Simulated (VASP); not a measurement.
# ZrMoS3 (Pm-3m) in VASP: further runs

The runs below take ZrMoS3 through single point, relaxation of cell and atoms, with PBE.

Program: VASP 6.6.1. These are calculated values, not measurements. Logs are shortened: lines on timing, memory, paths and dates and some standing lists are left out, and cuts for length are marked.

**1. The cell of the first run**

Symmetry: Pm-3m, No. 221, cubic system. The conventional cell has a = 4.628 Å, b = 4.628 Å, c = 4.628 Å, α = 90.00°, β = 90.00°, γ = 90.00°. Within 4.3 Å of Zr (site symmetry m-3m) lie 12 S at 3.27 Å and 8 Mo at 4.01 Å. Mo (site symmetry m-3m) has 6 S at 2.31 Å within 3.1 Å. Within 3.1 Å of S (site symmetry 4/mmm) lie 2 Mo at 2.31 Å.

**2. Single point, PBE**

The input, INCAR:

```
SYSTEM = ZrMoS3
ALGO = Normal ; EDIFF = 1E-6
ENCUT = 520 ; GGA = PE
ISIF = 2 ; ISMEAR = 0
LASPH = .TRUE. ; LCHARG = .FALSE.
LREAL = .FALSE. ; LWAVE = .FALSE.
NBANDS = 30 ; NELM = 100
PREC = Accurate ; SIGMA = 0.1
```

The input, KPOINTS:

```
k-points
0
G
  8 8 8
  0 0 0
```

The input, POSCAR:

```
ZrMoS3
1.0
    4.6278664331      0.0000000000      0.0000000000
    0.0000000000      4.6278664331      0.0000000000
    0.0000000000      0.0000000000      4.6278664331
Zr Mo S
1 1 3
Direct
    0.0000000000      0.0000000000      0.0000000000
    0.5000000000      0.5000000000      0.5000000000
    0.0000000000      0.5000000000      0.5000000000
    0.5000000000      0.0000000000      0.5000000000
    0.5000000000      0.5000000000      0.0000000000
```

Potentials or basis: VASP PAW PBE potentials, release 64 (Zr_sv, Mo_sv, S).

Command:

```bash
cat potpaw_PBE.64/Zr_sv/POTCAR potpaw_PBE.64/Mo_sv/POTCAR potpaw_PBE.64/S/POTCAR > POTCAR
mpirun -np 1 vasp_std > vasp.out
```

OUTCAR:

```text
SYSTEM = ZrMoS3
   EDIFF = 1E-6
   ENCUT = 520
   GGA = PE
   ISIF = 2
   ISMEAR = 0
   LASPH = .TRUE.
   LREAL = .FALSE.
   NELM = 100
   PREC = Accurate

 ion  position               nearest neighbor table
   1  0.000  0.000  0.000-   3 3.27   4 3.27   5 3.27   3 3.27   4 3.27   3 3.27   5 3.27   3 3.27
                             4 3.27   5 3.27   4 3.27   5 3.27
   2  0.500  0.500  0.500-   3 2.31   4 2.31   5 2.31   5 2.31   4 2.31   3 2.31
   3  0.000  0.500  0.500-   2 2.31   2 2.31   1 3.27   1 3.27   1 3.27   1 3.27
   4  0.500  0.000  0.500-   2 2.31   2 2.31   1 3.27   1 3.27   1 3.27   1 3.27
   5  0.500  0.500  0.000-   2 2.31   2 2.31   1 3.27   1 3.27   1 3.27   1 3.27

  LATTYP: Found a simple cubic cell.
 ALAT       =     4.6278664331

  Lattice vectors:

 A1 = (   4.6278664331,   0.0000000000,   0.0000000000)
 A2 = (   0.0000000000,   4.6278664331,   0.0000000000)
 A3 = (   0.0000000000,   0.0000000000,   4.6278664331)

Analysis of symmetry for initial positions (statically):
=====================================================================
 Subroutine PRICEL returns:
 Original cell was already a primitive cell.

 Routine SETGRP: Setting up the symmetry group for a
 simple cubic supercell.

 Subroutine GETGRP returns: Found 48 space group operations
 (whereof 48 operations were pure point group operations)
 out of a pool of 48 trial point group operations.

The static configuration has the point symmetry O_h .

Analysis of symmetry for dynamics (positions and initial velocities):
=====================================================================
 Subroutine PRICEL returns:
 Original cell was already a primitive cell.

 Routine SETGRP: Setting up the symmetry group for a
 simple cubic supercell.

 Subroutine GETGRP returns: Found 48 space group operations
 (whereof 48 operations were pure point group operations)
 out of a pool of 48 trial point group operations.

The dynamic configuration has the point symmetry O_h .

 Subroutine INISYM returns: Found 48 space group operations
 (whereof 48 operations are pure point group operations),
 and found     1 'primitive' translations

----------------------------------------------------------------------------------------

                                     Primitive cell

  volume of cell :      99.1157

  direct lattice vectors                    reciprocal lattice vectors
     4.627866433  0.000000000  0.000000000     0.216082295  0.000000000  0.000000000
     0.000000000  4.627866433  0.000000000     0.000000000  0.216082295  0.000000000
     0.000000000  0.000000000  4.627866433     0.000000000  0.000000000  0.216082295

  length of vectors
     4.627866433  4.627866433  4.627866433     0.216082295  0.216082295  0.216082295

  position of ions in fractional coordinates (direct lattice)
     0.000000000  0.000000000  0.000000000
     0.500000000  0.500000000  0.500000000
     0.000000000  0.500000000  0.500000000
     0.500000000  0.000000000  0.500000000
     0.500000000  0.500000000  0.000000000

  ion indices of the primitive-cell ions
   primitive index   ion index
                 1           1
                 2           2
                 3           3
                 4           4
                 5           5

----------------------------------------------------------------------------------------

 KPOINTS: k-points

Automatic generation of k-mesh.
 Grid dimensions read from file:
 generate k-points for:    8    8    8

 Generating k-lattice:

  Cartesian coordinates                     Fractional coordinates (reciprocal lattice)
     0.027010287  0.000000000  0.000000000     0.125000000  0.000000000  0.000000000
     0.000000000  0.027010287  0.000000000     0.000000000  0.125000000  0.000000000
     0.000000000  0.000000000  0.027010287     0.000000000  0.000000000  0.125000000

  Length of vectors
     0.027010287  0.027010287  0.027010287

  Shift w.r.t. Gamma in fractional coordinates (k-lattice)
     0.000000000  0.000000000  0.000000000

 Subroutine IBZKPT returns following result:
[... 51 lines left out ...]
[... 22 lines left out ...]
     29       8.4125      0.00000
     30       8.8658      0.00000

 k-point     2 :       0.1250    0.0000    0.0000
  band No.  band energies     occupation
      1     -53.5912      2.00000
      2     -42.9245      2.00000
      3     -27.7963      2.00000
      4     -27.7943      2.00000
      5     -27.7943      2.00000
      6     -20.8528      2.00000
[... 22 lines left out ...]
     29       8.6059      0.00000
     30       8.8946      0.00000

 k-point     3 :       0.2500    0.0000    0.0000
  band No.  band energies     occupation
      1     -53.5911      2.00000
      2     -42.9244      2.00000
      3     -27.8012      2.00000
      4     -27.7941      2.00000
      5     -27.7941      2.00000
      6     -20.8564      2.00000
[... 22 lines left out ...]
     29       9.0220      0.00000
     30       9.4378      0.00000

 k-point     4 :       0.3750    0.0000    0.0000
  band No.  band energies     occupation
      1     -53.5910      2.00000
      2     -42.9243      2.00000
      3     -27.8061      2.00000
      4     -27.7940      2.00000
      5     -27.7940      2.00000
      6     -20.8599      2.00000
[... 22 lines left out ...]
     29       9.4816      0.00000
     30      10.1283      0.00000

 k-point     5 :       0.5000    0.0000    0.0000
  band No.  band energies     occupation
      1     -53.5910      2.00000
      2     -42.9243      2.00000
      3     -27.8081      2.00000
      4     -27.7939      2.00000
      5     -27.7939      2.00000
      6     -20.8613      2.00000
[... 22 lines left out ...]
     29       9.6916      0.00000
     30      10.2602      0.00000
[... 526 lines left out ...]
     29      10.2646      0.00000
     30      11.5665      0.00000

 k-point    22 :       0.5000    0.2500    0.1250
  band No.  band energies     occupation
      1     -53.5908      2.00000
      2     -42.9241      2.00000
      3     -27.8079      2.00000
      4     -27.8008      2.00000
      5     -27.7958      2.00000
      6     -20.8603      2.00000
[... 22 lines left out ...]
     29      10.2570      0.00000
     30      11.4341      0.00000

 k-point    23 :       0.3750    0.3750    0.1250
  band No.  band energies     occupation
      1     -53.5907      2.00000
      2     -42.9241      2.00000
      3     -27.8058      2.00000
      4     -27.8058      2.00000
      5     -27.7957      2.00000
      6     -20.8585      2.00000
[... 22 lines left out ...]
     29      10.4042      0.00000
     30      11.2723      0.00000

 k-point    24 :       0.5000    0.3750    0.1250
  band No.  band energies     occupation
      1     -53.5907      2.00000
      2     -42.9241      2.00000
      3     -27.8078      2.00000
      4     -27.8057      2.00000
      5     -27.7957      2.00000
      6     -20.8597      2.00000
[... 22 lines left out ...]
     29      10.4056      0.00000
     30      11.1008      0.00000

 [... further k-points ...]
[... 5 lines left out ...]
  --------------------------------------------------------------------------------------
  -------------------------------------------------------------------------------------
  Total       -0.0470108     -0.0470108     -0.0470108      0.0000000      0.0000000      0.0000000
  in kB       -0.7599162     -0.7599162     -0.7599162      0.0000000      0.0000000      0.0000000
  external PRESSURE =      -0.7599162 kB  Pullay stress =       0.0000000 kB

 VOLUME and BASIS-vectors are now :
 -----------------------------------------------------------------------------
  energy-cutoff  :      520.00
  volume of cell :       99.12
      direct lattice vectors                 reciprocal lattice vectors
     4.627866433  0.000000000  0.000000000     0.216082295  0.000000000  0.000000000
     0.000000000  4.627866433  0.000000000     0.000000000  0.216082295  0.000000000
     0.000000000  0.000000000  4.627866433     0.000000000  0.000000000  0.216082295

 POSITION                                       TOTAL-FORCE (eV/Angst)
 -----------------------------------------------------------------------------------
      0.00000      0.00000      0.00000         0.000000      0.000000      0.000000
      2.31393      2.31393      2.31393         0.000000      0.000000      0.000000
      0.00000      2.31393      2.31393         0.000000      0.000000      0.000000
      2.31393      0.00000      2.31393         0.000000      0.000000      0.000000
      2.31393      2.31393      0.00000         0.000000      0.000000      0.000000
 -----------------------------------------------------------------------------------
    total drift:                                0.000000      0.000000      0.000000

  FREE ENERGIE OF THE ION-ELECTRON SYSTEM (eV)
  ---------------------------------------------------
  free  energy   TOTEN  =       -32.1275496838 eV

  energy  without entropy=      -32.0959354079  energy(sigma->0) =      -32.11174255
```

Run time: 71 s. Hardware: 1 thread of Intel Xeon Platinum 8124M at 3.00GHz (Skylake/Cascade Lake), shared host; peak memory 0.27 GiB.

What came out:

- Free energy: -32.1275 eV
- Pressure: -0.1 GPa
- Band gap on the k mesh: zero (band 22 reaches 8.46 eV, above the bottom of band 23 at 6.51 eV)

**3. Relaxation of cell and atoms, PBE**

This run uses another cell than the first one, of 19.77 Å³/atom, 0.997 times its volume.

The input, INCAR:

```
SYSTEM = ZrMoS3
PREC = Accurate
ENCUT = 600
EDIFF = 1E-6
ISMEAR = 0
SIGMA = 0.1
LREAL = .FALSE.
LASPH = .TRUE.
NELM = 100
ALGO = Normal
ISIF = 3
LWAVE = .FALSE.
LCHARG = .FALSE.
GGA = PE
IBRION = 2
NSW = 100
EDIFFG = -0.01
```

The input, KPOINTS:

```
Automatic mesh
0
G
  8 8 8
  0 0 0
```

Edit POSCAR of step 2 so:

```diff
@@ -2,5 +2,5 @@
 1.0
-    4.6278664331      0.0000000000      0.0000000000
-    0.0000000000      4.6278664331      0.0000000000
-    0.0000000000      0.0000000000      4.6278664331
+    4.6239436032      0.0000000000      0.0000000000
+    0.0000000000      4.6239436032      0.0000000000
+    0.0000000000      0.0000000000      4.6239436032
 Zr Mo S
```

Potentials or basis: VASP PAW PBE potentials, release 64 (Zr_sv, Mo_sv, S).

Command:

```bash
cat potpaw_PBE.64/Zr_sv/POTCAR potpaw_PBE.64/Mo_sv/POTCAR potpaw_PBE.64/S/POTCAR > POTCAR
mpirun -np 1 vasp_std > vasp.out
```

Wall time 3.8 min (1 thread of Intel Xeon Platinum 8124M at 3.00GHz (Skylake/Cascade Lake), shared host); peak memory 0.33 GiB.

Results (log left out):

```
Free energy                            : -32.1276 eV
Relaxed volume                         : 19.81 Å³/atom
Relaxed cell                           : a = 4.627 Å, b = 4.627 Å, c = 4.627 Å, α = 90.00°, β = 90.00°, γ = 90.00°
Space group after relaxing (to 0.05 Å) : Pm-3m (No. 221)
Energy gained by relaxing              : 0.0 meV/atom
Ionic steps                            : 3
Pressure after relaxing                : 0.0 GPa
Band gap on the k mesh                 : zero (band 22 reaches 8.47 eV, above the bottom of band 23 at 6.52 eV)
```

Step by step:
| step | energy change (eV) | largest force (eV/Å) | pressure (GPa) | volume (Å³) |
| --- | --- | --- | --- | --- |
| 1 | 0.0000 | 0.0000 | 0.20 | 98.86 |
| 2 | 0.0000 | 0.0000 | -0.19 | 99.22 |
| 3 | -0.0001 | 0.0000 | 0.00 | 99.05 |

Final structure:
```yaml
crystal:
  lattice:
    - [4.62683, 0.00000, 0.00000]
    - [0.00000, 4.62683, 0.00000]
    - [0.00000, 0.00000, 4.62683]
  atoms:
    - { symbol: Zr, position: [0.00000, 0.00000, 0.00000] }
    - { symbol: Mo, position: [0.50000, 0.50000, 0.50000] }
    - { symbol: S, position: [0.00000, 0.50000, 0.50000] }
    - { symbol: S, position: [0.50000, 0.00000, 0.50000] }
    - { symbol: S, position: [0.50000, 0.50000, 0.00000] }
```

Levels at points of the mesh, in eV from the Fermi level:
| k point | band 19 | band 20 | band 21 | band 22 | band 23 | band 24 | band 25 | band 26 |
| --- | --- | --- | --- | --- | --- | --- | --- | --- |
| (0.00, 0.00, 0.00) | -2.30 | -2.30 | -1.55 | -1.55 | -1.55 | -0.93 | -0.93 | 0.18 |
| (0.50, 0.00, 0.00) | -2.08 | -2.08 | -2.04 | -0.06 | 0.28 | 0.43 | 0.91 | 0.91 |
| (0.50, 0.50, 0.00) | -3.58 | -1.42 | -0.18 | 0.28 | 0.28 | 0.35 | 1.05 | 1.27 |
| (0.50, 0.50, 0.50) | -0.98 | -0.98 | 0.01 | 0.23 | 0.23 | 0.23 | 0.50 | 0.50 |

**4. Single point, PBE, collinear spin, ferromagnetic start**

This run uses another cell than the first one, of 19.77 Å³/atom, 0.997 times its volume.

The input, INCAR:

```
  ALGO = Normal
  EDIFF = 1E-6
  ENCUT = 520
  GGA = PE
  ISIF = 2
  ISMEAR = 0
  ISPIN = 2
  LASPH = True
  LCHARG = True
  LELF = True
  LMAXMIX = 4
  LORBIT = 11
  LREAL = False
  LVHAR = True
  LWAVE = False
  MAGMOM = 0 1 0 0 0
  NBANDS = 34
  NELM = 150
  PREC = Accurate
  SIGMA = 0.1
```

The input, KPOINTS:

```
k-points
0
Gamma
  4 4 4
```

POSCAR is that of step 3.

Command:

```bash
cat potpaw_PBE.64/Zr_sv/POTCAR potpaw_PBE.64/Mo_sv/POTCAR potpaw_PBE.64/S/POTCAR > POTCAR
mpirun -np 1 vasp_std > vasp.out
```

Wall time 73 s (1 thread of Intel Xeon Platinum 8124M at 3.00GHz (Skylake/Cascade Lake), shared host); peak memory 0.26 GiB.

Results (log left out):

```yaml
Free_energy: -32.0688 eV
Pressure: 0.2 GPa
Band_gap_on_the_k_mesh: zero (filled and empty bands overlap)
Net_moment: 0.00 μB per cell
Valence_electrons_inside_the_program's_atomic_spheres: Zr 9.44; Mo 12.60; S 3.74
```

Levels at points of the mesh, in eV from the Fermi level:
Spin up:
```tsv
k point	band 20	band 21	band 22	band 23	band 24	band 25
(0.00, 0.00, 0.00)	-2.20	-1.44	-1.44	-1.44	-0.91	-0.91
(0.50, 0.00, 0.00)	-1.97	-1.92	-0.08	0.27	0.55	1.03
(0.50, 0.50, 0.00)	-1.35	-0.16	0.34	0.34	0.35	1.12
(0.50, 0.50, 0.50)	-0.87	0.05	0.22	0.22	0.22	0.48
```
Spin down:
```
           k point  band 18  band 19  band 20  band 21  band 22  band 23  band 24  band 25  band 26  band 27
(0.00, 0.00, 0.00)    -2.20    -2.20    -2.20    -1.44    -1.44    -1.44    -0.91    -0.91     0.23     0.34
(0.50, 0.00, 0.00)    -3.91    -1.97    -1.97    -1.92    -0.08     0.28     0.55     1.02     1.02     1.31
(0.50, 0.50, 0.00)    -3.63    -3.46    -1.35    -0.16     0.34     0.34     0.35     1.12     1.28     1.78
(0.50, 0.50, 0.50)    -0.87    -0.87    -0.87     0.05     0.22     0.22     0.22     0.48     0.48     1.17
```

**5. Relaxation of cell and atoms, PBE, collinear spin, ferromagnetic start**

This run uses another cell than the first one, of 13.66 Å³/atom, 0.689 times its volume.

The input, INCAR:

```
ALGO = Normal
EDIFF = 1E-7
EDIFFG = -0.04
ENCUT = 600
GGA = PE
IBRION = 2
ISIF = 3
ISMEAR = 0
ISPIN = 2
LASPH = True
LCHARG = False
LMAXMIX = 4
LORBIT = 11
LREAL = False
LWAVE = False
MAGMOM = 0 1 0 0 0
NELM = 150
NSW = 90
PREC = Accurate
SIGMA = 0.1
```

KPOINTS is that of step 4.

Edit POSCAR of step 4 so:

```diff
@@ -2,5 +2,5 @@
 1.0
-    4.6239436032      0.0000000000      0.0000000000
-    0.0000000000      4.6239436032      0.0000000000
-    0.0000000000      0.0000000000      4.6239436032
+    4.0878964500      0.0000000000      0.0000000000
+    0.0000000000      4.0878964500      0.0000000000
+    0.0000000000      0.0000000000      4.0878964500
 Zr Mo S
```

Command:

```bash
cat potpaw_PBE.64/Zr_sv/POTCAR potpaw_PBE.64/Mo_sv/POTCAR potpaw_PBE.64/S/POTCAR > POTCAR
mpirun -np 1 vasp_std > vasp.out
```

It took 8.2 min on 1 thread of Intel Xeon Platinum 8124M at 3.00GHz (Skylake/Cascade Lake), shared host; peak memory 0.27 GiB.

The run converged. Its results:

```
Free energy                                           : -32.0748 eV
Relaxed volume                                        : 19.90 Å³/atom
Relaxed cell                                          : a = 4.633 Å, b = 4.633 Å, c = 4.633 Å, α = 90.00°, β = 90.00°, γ = 90.00°
Space group after relaxing (to 0.05 Å)                : Pm-3m (No. 221)
Energy gained by relaxing                             : 1267.3 meV/atom
Ionic steps                                           : 5
Pressure after relaxing                               : 0.1 GPa
Net moment                                            : -0.98 μB per cell
Site moments                                          : Zr -0.66; Mo -0.16; S +0.04 μB
Valence electrons inside the program's atomic spheres : Zr 9.45; Mo 12.58; S 3.74
```

The path:
| step | energy change (eV) | largest force (eV/Å) | pressure (GPa) | volume (Å³) |
| --- | --- | --- | --- | --- |
| 1 | 0.0000 | 0.0000 | 90.83 | 68.31 |
| 2 | -0.1015 | 0.0000 | -14.67 | 177.07 |
| 3 | -6.2541 | 0.0000 | -4.85 | 104.76 |
| 4 | -6.3228 | 0.0000 | -2.10 | 101.63 |
| 5 | -6.3366 | 0.0000 | 0.09 | 99.48 |

Final structure:
```
Zr Mo S
1.0
     4.63348    0.00000    0.00000
     0.00000    4.63348    0.00000
     0.00000    0.00000    4.63348
Zr Mo S
1 1 3
Direct
  0.00000 0.00000 0.00000
  0.50000 0.50000 0.50000
  0.00000 0.50000 0.50000
  0.50000 0.00000 0.50000
  0.50000 0.50000 0.00000
```

Levels at points of the mesh, in eV from the Fermi level:
Spin up:
```csv
k point,band 18,band 19,band 20,band 21,band 22,band 23,band 24,band 25
"(0.00, 0.00, 0.00)",-2.08,-2.08,-2.08,-1.41,-1.41,-1.41,-0.49,-0.49
"(0.50, 0.00, 0.00)",-3.74,-1.92,-1.92,-1.83,0.25,0.59,0.83,1.08
"(0.50, 0.50, 0.00)",-3.56,-3.42,-1.22,0.25,0.52,0.52,0.65,1.39
"(0.50, 0.50, 0.50)",-0.86,-0.86,-0.86,0.34,0.54,0.54,0.54,1.06
```
Spin down:
```
           k point  band 18  band 19  band 20  band 21  band 22  band 23  band 24  band 25  band 26  band 27
(0.00, 0.00, 0.00)    -2.21    -2.21    -2.21    -1.39    -1.39    -1.39    -1.12    -1.12     0.08     0.24
(0.50, 0.00, 0.00)    -3.91    -1.93    -1.93    -1.93    -0.18    -0.02     0.53     1.00     1.53     1.53
(0.50, 0.50, 0.00)    -3.56    -3.41    -1.36    -0.39     0.25     0.26     0.26     0.98     1.05     1.74
(0.50, 0.50, 0.50)    -0.80    -0.80    -0.80    -0.07     0.12     0.12     0.12     0.18     0.18     1.11
```

Caveat: the k points lie up to 0.34 Å⁻¹ apart in the final cell; the volume moved by over 15 % at a fixed basis, so the end points are rough.

**6. The runs side by side**

| task | spin | cell | k mesh | cutoff (eV) | gap on the mesh (eV) | pressure (GPa) | moment (μB) | relaxed volume (Å³/atom) |
| --- | --- | --- | --- | --- | --- | --- | --- | --- |
| single point | off | a = 4.628 Å, 5 atoms | 8 × 8 × 8 | 520 | none | -0.1 | - | - |
| relaxation of cell and atoms | off | relaxed from a = 4.624 Å, 5 atoms | 8 × 8 × 8 | 600 | none | 0.0 | - | 19.81 |
| single point | collinear, ferromagnetic start | a = 4.624 Å, 5 atoms | 4 × 4 × 4 | 520 | none | 0.2 | 0.00 | - |
| relaxation of cell and atoms | collinear, ferromagnetic start | relaxed from a = 4.088 Å, 5 atoms | 4 × 4 × 4 | 600 | none | 0.1 | 0.98 | 19.90 |

Alike in all rows: level PBE; potentials or basis VASP PAW PBE potentials, release 64 (Zr_sv, Mo_sv, S); smearing gaussian 0.1 eV.

Caveats: some runs use coarse meshes; the volume moved by over 15 % at a fixed basis, so the end points are rough (some runs).

Total energies depend on the potentials used, so only differences within one code and one set of settings carry meaning.
